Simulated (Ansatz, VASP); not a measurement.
Given: the input of a run of VASP 6.6.1 on HgTe.

The input INCAR:

```
ALGO = Normal
EDIFF = 1E-6
EDIFFG = -0.005
ENCUT = 600
GGA = CA
IBRION = 2
ISIF = 3
ISMEAR = -1
LASPH = T
LCHARG = F
LREAL = F
LWAVE = F
NELM = 60
NSW = 80
PREC = Accurate
SIGMA = 0.05
```

KPOINTS

```
k-points
0
Gamma
  7 7 7
```

Contents of POSCAR:

```
HgTe
1.0
    0.0000000000      3.2145000000      3.2145000000
    3.2145000000      0.0000000000      3.2145000000
    3.2145000000      3.2145000000      0.0000000000
Hg Te
1 1
Direct
    0.0000000000      0.0000000000      0.0000000000
    0.7500000000      0.7500000000      0.7500000000
```

Potentials or basis: VASP PAW LDA potentials, release 64 (Hg, Te).

Command:

```bash
$ cat potpaw_LDA.64/Hg/POTCAR potpaw_LDA.64/Te/POTCAR > POTCAR
$ mpirun -np 1 vasp_std > vasp.out
```

Translate it to Ansatz 0.2.0. Potentials there: all-electron LAPW, scalar-relativistic.

As run (the cutoff follows the program's own potentials):

File input.yaml:

```yaml
crystal:
  lattice:
    - [0.0, 3.2145, 3.2145]
    - [3.2145, 0.0, 3.2145]
    - [3.2145, 3.2145, 0.0]
  atoms:
    - { symbol: Hg, position: [0.0, 0.0, 0.0] }
    - { symbol: Te, position: [0.75, 0.75, 0.75] }
kpoints:
  mp_grid: { grid: [7, 7, 7] }
scf:
  occupations: { method: fermi_dirac, width: 0.05 }
hamiltonian:
  xc: lda
  pseudopotentials: { kind: all_electron, lapw: { basis_error: 0.001 } }
output:
  forces: true
  stress: true
relax:
  f_tol: 0.005
  max_steps: 60
  cell: {}
```

Potentials or basis: all-electron LAPW, scalar-relativistic.

Launch:

```bash
$ ansatz run input.yaml --threads 1 --pin off --max-ram 3072MiB --backend cpu --events-out ev --progress --plain --runs-dir out
```

Both were run:

|  | VASP | Ansatz | Ansatz less VASP |
| --- | --- | --- | --- |
| relaxed volume (Å³/atom) | 33.53 | 33.34 | -0.192 |
| relaxed cell length with the largest relative difference (Å) | 4.560 | 4.552 | -0.0087 |

LDA's correlation is that of Perdew and Zunger in VASP and of Perdew and Wang (1992) in Ansatz. Ansatz ran all-electron here, and VASP with PAW potentials.

Spin-orbit coupling is off throughout.
